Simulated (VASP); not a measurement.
# PtS2 (P-3m1) in VASP: further runs

The runs below take PtS2 through single point, with PBEsol.

Program: VASP 6.6.1. These are calculated values, not measurements. Logs are shortened: lines on timing, memory, paths and dates and some standing lists are left out, and cuts for length are marked.

## 1. The cell of the first run

It takes space group P-3m1 (No. 164, trigonal). Conventional cell: a = 3.421 Å, b = 3.421 Å, c = 4.865 Å, α = 90.00°, β = 90.00°, γ = 120.00°. Within 3.0 Å of Pt (site symmetry -3m) lie 6 S at 2.26 Å. Within 3.0 Å of S (site symmetry 3m) lie 3 Pt at 2.26 Å and 3 S at 2.96 Å.

## 2. Single point, PBEsol

Contents of INCAR:

```
PREC = Accurate
ENCUT = 520
EDIFF = 1E-6
ISMEAR = 1
SIGMA = 0.1
LREAL = False
LASPH = True
NELM = 60
ALGO = Normal
ISIF = 2
LWAVE = False
LCHARG = False
GGA = PS
NBANDS = 18
```

Contents of KPOINTS:

```
regular mesh
0
Gamma
  9 9 6
```

Contents of POSCAR:

```
PtS2
1.0
    3.4209219875      0.0000000000      0.0000000000
   -1.7104609938      2.9626041767      0.0000000000
    0.0000000000      0.0000000000      4.8649079112
Pt S
1 2
Direct
    0.0000000000      0.0000000000      0.0000000000
    0.3333333333      0.6666666667      0.2270000000
    0.6666666667      0.3333333333      0.7730000000
```

Potentials or basis: VASP PAW PBE potentials, release 64 (Pt, S).

Started as:

```
> cat potpaw_PBE.64/Pt/POTCAR potpaw_PBE.64/S/POTCAR > POTCAR
> mpirun -np 1 vasp_std > vasp.out
```

OUTCAR:

```text
PREC = Accurate
   ENCUT = 520
   EDIFF = 1E-6
   ISMEAR = 1
   LREAL = False
   LASPH = True
   NELM = 60
   ISIF = 2
   GGA = PS

 ion  position               nearest neighbor table
   1  0.000  0.000  0.000-   2 2.26   3 2.26   3 2.26   2 2.26   3 2.26   2 2.26
   2  0.333  0.667  0.227-   1 2.26   1 2.26   1 2.26
   3  0.667  0.333  0.773-   1 2.26   1 2.26   1 2.26

  LATTYP: Found a hexagonal cell.
 ALAT       =     3.4209219875
 C/A-ratio  =     1.4221043125

  Lattice vectors:

 A1 = (   3.4209219875,   0.0000000000,   0.0000000000)
 A2 = (  -1.7104609938,   2.9626041767,   0.0000000000)
 A3 = (   0.0000000000,   0.0000000000,   4.8649079112)

Analysis of symmetry for initial positions (statically):
=====================================================================
 Subroutine PRICEL returns:
 Original cell was already a primitive cell.

 Routine SETGRP: Setting up the symmetry group for a
 hexagonal supercell.

 Subroutine GETGRP returns: Found 12 space group operations
 (whereof 12 operations were pure point group operations)
 out of a pool of 24 trial point group operations.

The static configuration has the point symmetry D_3d.

Analysis of symmetry for dynamics (positions and initial velocities):
=====================================================================
 Subroutine PRICEL returns:
 Original cell was already a primitive cell.

 Routine SETGRP: Setting up the symmetry group for a
 hexagonal supercell.

 Subroutine GETGRP returns: Found 12 space group operations
 (whereof 12 operations were pure point group operations)
 out of a pool of 24 trial point group operations.

The dynamic configuration has the point symmetry D_3d.

 Subroutine INISYM returns: Found 12 space group operations
 (whereof 12 operations are pure point group operations),
 and found     1 'primitive' translations

----------------------------------------------------------------------------------------

                                     Primitive cell

  volume of cell :      49.3051

  direct lattice vectors                    reciprocal lattice vectors
     3.420921987  0.000000000  0.000000000     0.292318855  0.168770436  0.000000000
    -1.710460994  2.962604177  0.000000000     0.000000000  0.337540873  0.000000000
     0.000000000  0.000000000  4.864907911     0.000000000  0.000000000  0.205553737

  length of vectors
     3.420921987  3.420920975  4.864907911     0.337540773  0.337540873  0.205553737

  position of ions in fractional coordinates (direct lattice)
     0.000000000  0.000000000  0.000000000
     0.333333333  0.666666667  0.227000000
     0.666666667  0.333333333  0.773000000

  ion indices of the primitive-cell ions
   primitive index   ion index
                 1           1
                 2           2
                 3           3

----------------------------------------------------------------------------------------

 KPOINTS: regular mesh

Automatic generation of k-mesh.
 Grid dimensions read from file:
 generate k-points for:    9    9    6

 Generating k-lattice:

  Cartesian coordinates                     Fractional coordinates (reciprocal lattice)
     0.032479873  0.018752271  0.000000000     0.111111111 -0.000000000  0.000000000
     0.000000000  0.037504541  0.000000000     0.000000000  0.111111111  0.000000000
     0.000000000  0.000000000  0.034258956     0.000000000  0.000000000  0.166666667

  Length of vectors
     0.037504530  0.037504541  0.034258956

  Shift w.r.t. Gamma in fractional coordinates (k-lattice)
     0.000000000  0.000000000  0.000000000

 Subroutine IBZKPT returns following result:
 ===========================================

 Found     62 irreducible k-points:

 Following reciprocal coordinates:
            Coordinates               Weight
  0.000000  0.000000  0.000000      1.000000
  0.111111 -0.000000  0.000000      6.000000
  0.222222 -0.000000  0.000000      6.000000
  0.333333 -0.000000  0.000000      6.000000
  0.444444 -0.000000  0.000000      6.000000
  0.111111  0.111111  0.000000      6.000000
[... 16 lines left out ...]
  0.222222  0.111111  0.166667     12.000000
 -0.111111  0.333333  0.166667     12.000000
 [... further k-points ...]
   k-points           NKPTS =     62   k-points in BZ     NKDIM =     62   number of bands    NBANDS=     18
   number of dos      NEDOS =    301   number of ions     NIONS =      3
   total plane-waves  NPLWV =  28224
   dimension x,y,z NGX =    28 NGY =   28 NGZ =   36
   dimension x,y,z NGXF=    56 NGYF=   56 NGZF=   72
   ions per type =               1   2
   NGX,Y,Z   is equivalent  to a cutoff of  13.61, 13.61, 12.30 a.u.
   NGXF,Y,Z  is equivalent  to a cutoff of  27.21, 27.21, 24.60 a.u.
 SYSTEM =  unknown system
   PREC   = accura    normal or accurate (medium, high low for compatibility)
   ISTART =      0    job   : 0-new  1-cont  2-samecut
   ICHARG =      2    charge: 1-file 2-atom 10-const
   ISPIN  =      1    spin polarized calculation?
   LNONCOLLINEAR =      F non collinear calculations
   LSORBIT =      F    spin-orbit coupling
   LASPH  =      T    aspherical Exc in radial PAW
   ENCUT  =  520.0 eV  38.22 Ry    6.18 a.u.   6.36  6.36  9.05*2*pi/ulx,y,z
   NELM   =     60;   NELMIN=  2; NELMDL= -5     # of ELM steps
   EDIFF  = 0.1E-05   stopping-criterion for ELM
   LREAL  =      F    real-space projection
   EDIFFG = 0.1E-04   stopping-criterion for IOM
   NSW    =      0    number of steps for IOM
   IBRION =     -1    ionic relax: 0-MD 1-quasi-New 2-CG
   NFREE  =      0    steps in history (QN), initial steepest desc. (CG)
   ISIF   =      2    stress and relaxation
   ISYM   =      2    0-nonsym 1-usesym 2-fastsym
   POTIM  = 0.5000    time-step for ionic-motion
   TEBEG  =    0.0;   TEEND  =   0.0 temperature during run
   PSTRESS=    0.0 pullay stress
   NELECT =      22.0000    total number of electrons
   NUPDOWN=      -1.0000    fix difference up-down
   EMIN   =  10.00;   EMAX   =-10.00  energy-range for DOS
   EFERMI =   0.00;   METHOD = LEGACY
   ISMEAR =     1;   SIGMA  =   0.10  broadening in eV -4-tet -1-fermi 0-gaus
   EFERMI_NEDOS =   21; number of points for ismear=-14 and -15
   IALGO  =     38    algorithm
   IMIX   =      4    mixing-type and parameters
     AMIX     =   0.40;   BMIX     =  1.00
     AMIX_MAG =   1.60;   BMIX_MAG =  1.00
  volume/ion in A,a.u.               =      16.44       110.91
  Fermi-wavevector in a.u.,A,eV,Ry     =   1.250984  2.364018 21.292602  1.564962
  Thomas-Fermi vector in A             =   2.384953
   LORBIT       =      0    0 simple, 1 ext, 2 COOP (PROOUT), +10 PAW based schemes
   GGA     = PS    functional components
   LHFCALC =     F    Hartree Fock is set to
   AEXX    =    0.0000 exact exchange contribution
   IVDW    =     0    specifies the selected vdW correction
   LEPSILON=     F    determine dielectric tensor
   LRPA    =     F    only Hartree local field effects (RPA)
 non-spin polarized calculation
 Methfessel and Paxton  Order N= 1 SIGMA  =   0.10
  energy-cutoff  :      520.00
  volume of cell :       49.31
 maximum number of plane-waves:      1362
 NGX is ok and might be reduce to    28
   NGX = 13   NGY = 13   NGZ = 19

 number of electron      21.9999999 magnetization

 Free energy of the ion-electron system (eV)
  ---------------------------------------------------
  ext. energy  EPLUGINS =         0.00000000
  ---------------------------------------------------
  free energy    TOTEN  =       -16.37080565 eV

  energy without entropy =      -16.37109337  energy(sigma->0) =      -16.37090156

 E-fermi :   8.3301     XC(G=0): -11.2932

 val. band max:        8.2673393812   @ k =   0.0000   0.2222   0.1667
 cond. band min:       9.3362101563   @ k =   0.3333   0.3333   0.0000
 fundamental gap:      1.0688707751
 Fermi energy:         8.3300576990

 k-point     1 :       0.0000    0.0000    0.0000
  band No.  band energies     occupation
      1      -8.4288      2.00000
      2      -4.4156      2.00000
      3       0.1454      2.00000
      4       0.1454      2.00000
      5       0.3022      2.00000
      6       3.5519      2.00000
[... 10 lines left out ...]
     17      16.0163      0.00000
     18      20.8237      0.00000

 k-point     2 :       0.1111   -0.0000    0.0000
  band No.  band energies     occupation
      1      -8.2327      2.00000
      2      -4.5787      2.00000
      3       0.2788      2.00000
      4       0.3221      2.00000
      5       0.4913      2.00000
      6       3.2957      2.00000
[... 10 lines left out ...]
     17      16.6439      0.00000
     18      19.3244      0.00000

 k-point     3 :       0.2222   -0.0000    0.0000
  band No.  band energies     occupation
      1      -7.6801      2.00000
      2      -4.9471      2.00000
      3       0.6214      2.00000
      4       0.6476      2.00000
      5       1.0785      2.00000
      6       2.5537      2.00000
[... 10 lines left out ...]
     17      17.5292      0.00000
     18      17.6782      0.00000

 k-point     4 :       0.3333   -0.0000    0.0000
  band No.  band energies     occupation
      1      -6.9027      2.00000
      2      -5.3176      2.00000
      3       0.4945      2.00000
      4       0.9778      2.00000
      5       1.8747      2.00000
      6       2.0873      2.00000
[... 375 lines left out ...]
      4       0.5134      2.00000
      5       1.3172      2.00000
      6       2.9382      2.00000
[... 10 lines left out ...]
     17      17.6068      0.00000
     18      17.9855      0.00000

 k-point    23 :       0.2222    0.1111    0.1667
  band No.  band energies     occupation
      1      -7.1075      2.00000
      2      -5.3166      2.00000
      3       0.6781      2.00000
      4       0.8475      2.00000
      5       1.5900      2.00000
      6       2.4538      2.00000
[... 10 lines left out ...]
     17      17.6966      0.00000
     18      17.8282      0.00000

 k-point    24 :      -0.1111    0.3333    0.1667
  band No.  band energies     occupation
      1      -7.1341      2.00000
      2      -5.2500      2.00000
      3       0.4852      2.00000
      4       0.7883      2.00000
      5       1.9006      2.00000
      6       2.0750      2.00000
[... 10 lines left out ...]
     17      16.9006      0.00000
     18      18.7636      0.00000

 [... further k-points ...]
[... 5 lines left out ...]
  --------------------------------------------------------------------------------------
  -------------------------------------------------------------------------------------
  Total        9.9670964      9.9670885      6.5103740     -0.0000000     -0.0000000     -0.0000000
  in kB      323.8827486    323.8824930    211.5558765     -0.0000000     -0.0000000     -0.0000000
  external PRESSURE =     286.4403727 kB  Pullay stress =       0.0000000 kB

 VOLUME and BASIS-vectors are now :
 -----------------------------------------------------------------------------
  energy-cutoff  :      520.00
  volume of cell :       49.31
      direct lattice vectors                 reciprocal lattice vectors
     3.420921987  0.000000000  0.000000000     0.292318855  0.168770436  0.000000000
    -1.710460994  2.962604177  0.000000000     0.000000000  0.337540873  0.000000000
     0.000000000  0.000000000  4.864907911     0.000000000  0.000000000  0.205553737

 POSITION                                       TOTAL-FORCE (eV/Angst)
 -----------------------------------------------------------------------------------
      0.00000      0.00000      0.00000        -0.000000      0.000000      0.000000
     -0.00000      1.97507      1.10433         0.000000     -0.000000      2.844473
      1.71046      0.98753      3.76057        -0.000000      0.000000     -2.844473
 -----------------------------------------------------------------------------------
    total drift:                                0.000000     -0.000000      0.000000

  FREE ENERGIE OF THE ION-ELECTRON SYSTEM (eV)
  ---------------------------------------------------
  free  energy   TOTEN  =       -16.3708056544 eV

  energy  without entropy=      -16.3710933707  energy(sigma->0) =      -16.37090156
```

It took 31 s on 1 thread of Intel Xeon 6975P-C (Granite Rapids), shared host; peak memory 0.2 GiB.

Results:

| Quantity | Value |
| --- | --- |
| Free energy | -16.3708 eV |
| Pressure | 28.6 GPa |
| Largest force | 2.844 eV/Å |
| Band gap on the k mesh | 1.07 eV, indirect (least direct gap 1.17 eV) |

Forces on the atoms (eV/Å):
```
Pt   0.000  0.000  0.000
S    0.000  0.000  2.844
S    0.000  0.000 -2.844
```

Stress tensor (GPa, compression positive):
```
32.39  0.00  0.00
 0.00 32.39  0.00
 0.00  0.00 21.16
```

Levels at points of the mesh, in eV from the valence-band top:
| k point | band 9 | band 10 | band 11 | band 12 | band 13 | band 14 |
| --- | --- | --- | --- | --- | --- | --- |
| (0.00, 0.00, 0.00) | -1.29 | -1.29 | -0.29 | 2.72 | 2.72 | 4.51 |
| (0.00, 0.00, 0.50) | -1.51 | -1.51 | -0.80 | 3.35 | 3.35 | 5.09 |

Caveat: the PAW data sets were made with another functional, which shifts forces and pressure a little; spin-orbit coupling is left out, which moves the levels of the heavy elements.

## 3. Single point, PBEsol

This run uses another cell than the first one, of 16.89 Å³/atom, 1.028 times its volume.

Changes to INCAR since step 2:

```diff
@@ -2,3 +2,3 @@
 ENCUT = 520
-EDIFF = 1E-6
+EDIFF = 1E-7
 ISMEAR = 1
```

KPOINTS is that of step 2.

Contents of POSCAR:

```
PtS2
1.0
    3.4523083461      0.0000000000      0.0000000000
   -1.7261541731      2.9897855498      0.0000000000
    0.0000000000      0.0000000000      4.9095425870
Pt S
1 2
Direct
    0.0000000000      0.0000000000      0.0000000000
    0.3333333333      0.6666666667      0.2270000000
    0.6666666667      0.3333333333      0.7730000000
```

Potentials or basis: VASP PAW PBE potentials, release 64 (Pt, S).

Started as:

```
> cat potpaw_PBE.64/Pt/POTCAR potpaw_PBE.64/S/POTCAR > POTCAR
> mpirun -np 1 vasp_std > vasp.out
```

Wall time 36 s (1 thread of Intel Xeon 6975P-C (Granite Rapids), shared host); peak memory 0.21 GiB.

It converged, with:

```yaml
Free_energy: -16.5861 eV
Pressure: 21.8 GPa
Largest_force: 2.287 eV/Å
Band_gap_on_the_k_mesh: 1.04 eV, indirect (least direct gap 1.14 eV)
```

Forces on the atoms (eV/Å):
```
Pt   0.000  0.000  0.000
S    0.000  0.000  2.287
S    0.000  0.000 -2.287
```

Stress tensor (GPa, compression positive):
```
24.41  0.00  0.00
 0.00 24.41  0.00
 0.00  0.00 16.45
```

Levels at points of the mesh, in eV from the valence-band top:
| k point | band 9 | band 10 | band 11 | band 12 | band 13 | band 14 |
| --- | --- | --- | --- | --- | --- | --- |
| (0.00, 0.00, 0.00) | -1.25 | -1.25 | -0.24 | 2.65 | 2.65 | 4.55 |
| (0.00, 0.00, 0.50) | -1.46 | -1.46 | -0.84 | 3.23 | 3.23 | 5.17 |

Caveat: the PAW data sets were made with another functional, which shifts forces and pressure a little; spin-orbit coupling is left out, which moves the levels of the heavy elements.

## 4. Single point, PBEsol

This run uses another cell than the first one, of 17.35 Å³/atom, 1.056 times its volume.

Contents of INCAR:

```
SYSTEM = PtS2
ALGO = Normal
EDIFF = 1E-7
ENCUT = 520
GGA = PS
ISIF = 2
ISMEAR = 1
LASPH = .True.
LCHARG = .True.
LELF = .True.
LREAL = .False.
LVHAR = .True.
LWAVE = .False.
NBANDS = 18
NELM = 80
PREC = Accurate
SIGMA = 0.1
```

Contents of KPOINTS:

```
k-points
0
Gamma
  9 9 6
  0 0 0
```

Contents of POSCAR:

```
PtS2
1.0
    3.4831341589      0.0000000000      0.0000000000
   -1.7415670794      3.0164814762      0.0000000000
    0.0000000000      0.0000000000      4.9533801083
Pt S
1 2
Direct
    0.0000000000      0.0000000000      0.0000000000
    0.3333333333      0.6666666667      0.2270000000
    0.6666666667      0.3333333333      0.7730000000
```

Started as:

```
> cat potpaw_PBE.64/Pt/POTCAR potpaw_PBE.64/S/POTCAR > POTCAR
> mpirun -np 1 vasp_std > vasp.out
```

Wall time 40 s (1 thread of Intel Xeon 6975P-C (Granite Rapids), shared host); peak memory 0.21 GiB.

It converged, with:

```yaml
Free_energy: -16.7467 eV
Pressure: 15.8 GPa
Largest_force: 1.787 eV/Å
Band_gap_on_the_k_mesh: 1.00 eV, indirect (least direct gap 1.11 eV)
```

Forces in eV/Å, atoms in the order of the input:
```
Pt   0.000  0.000  0.000
S    0.000  0.000  1.787
S    0.000  0.000 -1.787
```

Stress tensor (GPa, compression positive):
```
17.50  0.00  0.00
 0.00 17.50  0.00
 0.00  0.00 12.37
```

Levels at points of the mesh, in eV from the valence-band top:
| k point | band 9 | band 10 | band 11 | band 12 | band 13 | band 14 |
| --- | --- | --- | --- | --- | --- | --- |
| (0.00, 0.00, 0.00) | -1.21 | -1.21 | -0.20 | 2.58 | 2.58 | 4.59 |
| (0.00, 0.00, 0.50) | -1.41 | -1.41 | -0.87 | 3.13 | 3.13 | 5.24 |

Caveat: the PAW data sets were made with another functional, which shifts forces and pressure a little; spin-orbit coupling is left out, which moves the levels of the heavy elements.

## 5. Single point, PBEsol

This run uses another cell than the first one, of 17.80 Å³/atom, 1.083 times its volume.

Contents of INCAR:

```
PREC = Accurate
ENCUT = 520
EDIFF = 1E-6
ISMEAR = 1
SIGMA = 0.1
LREAL = False
LASPH = True
NELM = 80
ALGO = Normal
ISIF = 2
LWAVE = False
LCHARG = False
GGA = PS
NBANDS = 18
```

Contents of KPOINTS:

```
Automatic mesh
0
Gamma
  9 9 6
```

Contents of POSCAR:

```
PtS2
1.0
    3.5134238023      0.0000000000      0.0000000000
   -1.7567119012      3.0427130666      0.0000000000
    0.0000000000      0.0000000000      4.9964551409
Pt S
1 2
Direct
    0.0000000000      0.0000000000      0.0000000000
    0.3333333333      0.6666666667      0.2270000000
    0.6666666667      0.3333333333      0.7730000000
```

Started as:

```
> cat potpaw_PBE.64/Pt/POTCAR potpaw_PBE.64/S/POTCAR > POTCAR
> mpirun -np 1 vasp_std > vasp.out
```

It took 30 s on 1 thread of Intel Xeon 6975P-C (Granite Rapids), shared host; peak memory 0.21 GiB.

The run converged. Its results:

| Property | Result |
| --- | --- |
| Free energy | -16.8596 eV |
| Pressure | 10.6 GPa |
| Largest force | 1.336 eV/Å |
| Band gap on the k mesh | 0.97 eV, indirect (least direct gap 1.09 eV) |

Forces in eV/Å, atoms in the order of the input:
```
Pt   0.000  0.000  0.000
S    0.000  0.000  1.336
S    0.000  0.000 -1.336
```

Stress tensor (GPa, compression positive):
```
11.51  0.00  0.00
 0.00 11.51  0.00
 0.00  0.00  8.81
```

Levels at points of the mesh, in eV from the valence-band top:
| k point | band 7 | band 8 | band 9 | band 10 | band 11 | band 12 | band 13 | band 14 | band 15 | band 16 |
| --- | --- | --- | --- | --- | --- | --- | --- | --- | --- | --- |
| (0.00, 0.00, 0.00) | -4.16 | -1.86 | -1.17 | -1.17 | -0.16 | 2.51 | 2.51 | 4.63 | 5.81 | 7.83 |
| (0.00, 0.00, 0.50) | -4.19 | -2.63 | -1.37 | -1.37 | -0.90 | 3.03 | 3.03 | 5.30 | 7.45 | 7.52 |

Caveat: the PAW data sets were made with another functional, which shifts forces and pressure a little; spin-orbit coupling is left out, which moves the levels of the heavy elements.

## 6. Summary

```csv
cell,gap on the mesh (eV),pressure (GPa),largest force (eV/Å)
"a = 3.421, b = 3.421, c = 4.865 Å, angles 90.0, 90.0, 120.0°, 3 atoms",1.07,28.6,2.84
"a = 3.452, b = 3.452, c = 4.910 Å, angles 90.0, 90.0, 120.0°, 3 atoms",1.04,21.8,2.29
"a = 3.483, b = 3.483, c = 4.953 Å, angles 90.0, 90.0, 120.0°, 3 atoms",1.00,15.8,1.79
"a = 3.513, b = 3.513, c = 4.996 Å, angles 90.0, 90.0, 120.0°, 3 atoms",0.97,10.6,1.34
```

Alike in all rows: task single point; level PBEsol; potentials or basis VASP PAW PBE potentials, release 64 (Pt, S); no spin polarisation; k mesh 9 × 9 × 6; cutoff (eV) 520; smearing methfessel-paxton 0.1 eV.

Caveats: the PAW data sets were made with another functional, which shifts forces and pressure a little; spin-orbit coupling is left out, which moves the levels of the heavy elements.

Total energies depend on the potentials used, so only differences within one code and one set of settings carry meaning.
